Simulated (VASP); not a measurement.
Crystal: TbSi3W2.

```
Tb Si W
1.0
     2.64156   -4.42611    0.00000
     2.64156    4.42611    0.00000
     0.00000    0.00000    4.14853
Tb Si W
1 3 2
Direct
  0.50000 0.50000 0.00000
  0.16013 0.83987 0.00000
  0.83987 0.16013 0.00000
  0.00000 0.00000 0.50000
  0.00000 0.50000 0.50000
  0.50000 0.00000 0.50000
```

The cell was generated, and may not be a known phase.

| Property | Result |
| --- | --- |
| Program | VASP 6.6.1 |
| Task | relaxation of cell and atoms |
| Functional | PBE |
| Potentials or basis | VASP PAW PBE potentials, release 64 (Tb_3, Si, W_sv), 4f in core |
| Cutoff | 500 eV |
| k mesh | 4 × 4 × 4 |
| Occupations | gaussian, width 0.2 eV |
| Spin | no spin polarisation |

At the start: pressure 8.1 GPa; volume 16.17 Å³/atom.

Q: Where does the relaxation end?

A: Over 8 steps the energy falls by 30.0 meV/atom and the volume is 17.08 Å³/atom (+5.6 %); space group Cmmm (No. 65, to 0.1 Å) before and after.

Step by step:
| step | energy change (eV) | largest force (eV/Å) | pressure (GPa) | volume (Å³) |
| --- | --- | --- | --- | --- |
| 1 | 0.0000 | 0.3072 | 8.12 | 97.01 |
| 2 | 0.0848 | 0.5490 | -9.71 | 108.96 |
| 3 | -0.1290 | 0.4150 | -0.71 | 102.01 |
| 4 | -0.1563 | 0.3518 | -0.14 | 102.00 |
| 5 | -0.1583 | 0.3302 | 0.09 | 102.00 |
| 6 | -0.1718 | 0.2037 | 0.06 | 102.13 |
| 7 | -0.1769 | 0.0603 | 0.07 | 102.29 |
| 8 | -0.1798 | 0.0071 | -0.13 | 102.47 |

Final structure:
```cif
data_structure
_symmetry_space_group_name_H-M 'P 1'
_symmetry_Int_Tables_number 1
_cell_length_a 5.3062
_cell_length_b 5.3062
_cell_length_c 4.2040
_cell_angle_alpha 90.000
_cell_angle_beta 90.000
_cell_angle_gamma 120.042
_cell_volume 102.47
loop_
_atom_site_label
_atom_site_type_symbol
_atom_site_fract_x
_atom_site_fract_y
_atom_site_fract_z
_atom_site_occupancy
Tb1 Tb 0.50000 0.50000 0.00000 1
Si1 Si 0.17014 0.82986 0.00000 1
Si2 Si 0.82986 0.17014 0.00000 1
Si3 Si 0.00000 0.00000 0.50000 1
W1 W 0.00000 0.50000 0.50000 1
W2 W 0.50000 0.00000 0.50000 1
```

Caveat: the k points lie up to 0.37 Å⁻¹ apart in the final cell, too coarse for converged energies and pressures of a metal; an odd number of electrons without spin polarisation forces a metal; a magnetic or distorted state may lie lower.
